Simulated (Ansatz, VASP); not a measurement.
# Al: VASP beside Ansatz

The input POSCAR:

```
Al
1.0
   -1.5912186900      1.5932077134      1.5932077134
    1.5912186900     -1.5892296666      1.5892296666
    1.5912186900      1.5892296666     -1.5892296666
Al
1
Direct
    0.0000000000      0.0000000000      0.0000000000
```

The input INCAR.step1:

```
PREC = Accurate
ENCUT = 520
ISMEAR = 0
SIGMA = 0.15
LREAL = False
LASPH = True
NELM = 80
NBANDS = 8
GGA = PE
ALGO = Normal
EDIFF = 1E-4
LWAVE = True
LCHARG = False
```

Contents of INCAR.step2:

```
PREC = Accurate
ENCUT = 520
EDIFF = 1E-6
ISMEAR = 0
SIGMA = 0.15
LREAL = False
LASPH = True
NELM = 80
ALGO = Normal
ISIF = 2
LWAVE = False
LCHARG = True
METAGGA = R2SCAN
LMIXTAU = True
LELF = True
LVHAR = True
NBANDS = 8
ISTART = 1
```

The input KPOINTS:

```
regular mesh
0
Gamma
  20 20 20
```

Input for Ansatz:

```yaml
crystal:
  lattice:
    - [-1.59121869, 1.5932077134, 1.5932077134]
    - [1.59121869, -1.5892296666, 1.5892296666]
    - [1.59121869, 1.5892296666, -1.5892296666]
  atoms:
    - { symbol: Al, position: [0.0, 0.0, 0.0] }
basis:
  ecutwfc: 500
kpoints:
  mp_grid: { grid: [20, 20, 20] }
hamiltonian:
  xc: r2scan
scf:
  occupations: { method: gaussian, width: 0.15 }
output:
  forces: true
  stress: true
  eigenvalues: true
```

Change from the starting cell: strain +0.0025 x Voigt [0, 0, 0, 1, 0, 0], atoms carried along.

Alike in both runs: task single point; functional r2SCAN; k mesh 20 × 20 × 20; occupations gaussian, width 0.15 eV; no spin polarisation.

```csv
,VASP,Ansatz
version,VASP 6.6.1,Ansatz 0.2.0
potentials or method,"VASP PAW PBE potentials, release 64 (Al), cutoff 520 eV","scalar-relativistic, plane waves, PAW"
valence electrons in the cell,3,3
```

Ansatz gave:

| Property | Result |
| --- | --- |
| gap on the k mesh at the Fermi level (eV) | none |
| pressure (GPa) | 0.5 |
| traceless stress, the component that is largest in VASP (GPa) | -0.08 |

Q: Which values does VASP return?

A: gap on the k mesh at the Fermi level (eV): none; pressure (GPa): 0.2; traceless stress, the component that is largest in VASP (GPa): -0.08.

VASP's potentials were made for PBE, not for r2SCAN. A gap of «none» marks a metal or a gap that the smearing closes.
